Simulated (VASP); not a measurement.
Runs of VASP 6.6.1 on Re. The structure is that of space group Fm-3m (No. 225), or close to it. The cells are those of the table. This isn't the form of Re at room conditions, which is hcp.

```tsv
cell	gap on the mesh (eV)	pressure (GPa)
a = 2.570 Å, angles 60.0°, 1 atom	none	120.8
a = 2.626, b = 2.626, c = 2.681 Å, angles 59.3, 59.3, 61.4°, 1 atom	none	(a)
a = 2.681 Å, angles 60.0°, 1 atom	none	31.9
a = 3.017 Å, angles 60.0°, 1 atom	none	-58.4
a = 2.738, b = 2.738, c = 2.681 Å, angles 60.7, 60.7, 58.6°, 1 atom	none	12.2
a = 2.905 Å, angles 60.0°, 1 atom	none	(b)
a = 2.684, b = 2.684, c = 2.570 Å, angles 61.4, 61.4, 57.2°, 1 atom	none	(c)
a = 2.738, b = 2.738, c = 2.793 Å, angles 59.3, 59.3, 61.3°, 1 atom	none	-4.8
```

Alike in all rows: task single point; level PBEsol; potentials or basis VASP PAW PBE potentials, release 64 (Re); no spin polarisation; k mesh 20 × 20 × 20; cutoff (eV) 520; smearing gaussian 0.15 eV.

Question: Estimate the missing entries.

Answer: (a) 57.1; (b) -46.1; (c) 59.4.

Caveats: the PAW data sets were made with another functional, which shifts forces and pressure a little; spin-orbit coupling is left out, which moves the levels of the heavy elements; the cell stands under pressure (at least some runs); the cell stands under tension (at least some runs).

A k mesh can miss the band edges, and the runs leave out spin-orbit coupling on Re.

A gap of «none» marks levels without a gap at the run's occupations.
